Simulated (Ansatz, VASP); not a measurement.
Co: VASP beside Ansatz

```
CELL_PARAMETERS angstrom
0.00000 1.74342 1.74342
1.74342 0.00000 1.74342
1.74342 1.74342 0.00000
ATOMIC_POSITIONS crystal
Co 0.00000 0.00000 0.00000
```

Alike in both runs: functional PBE; dispersion D3(BJ); k mesh 20 × 20 × 20; occupations gaussian, width 0.1 eV; collinear spin.

Ansatz relaxed the structure, and its values are those at the end. VASP's run is a single point on that final structure, the one shown.

```csv
,VASP,Ansatz
version,VASP 6.6.1,Ansatz 0.2.0
potentials or method,"VASP PAW PBE potentials, release 64 (Co), cutoff 520 eV","scalar-relativistic, plane waves, PAW"
valence electrons in the cell,9,17
```

```csv
,VASP,Ansatz,Ansatz less VASP
gap on the k mesh at the Fermi level (eV),none,none,-
pressure (GPa),-0.9,0.0,+0.88
net moment per atom (μB),1.62,1.63,+0.007
size of the moment on the site where the two differ most (μB),1.64,1.70,+0.060
```

Site moments also hang on the region over which each program counts them. A gap of «none» marks a metal or a gap that the smearing closes. VASP's potentials hold 9 valence electrons a cell and Ansatz's 17, so a difference there can come from the potentials and not from the codes.
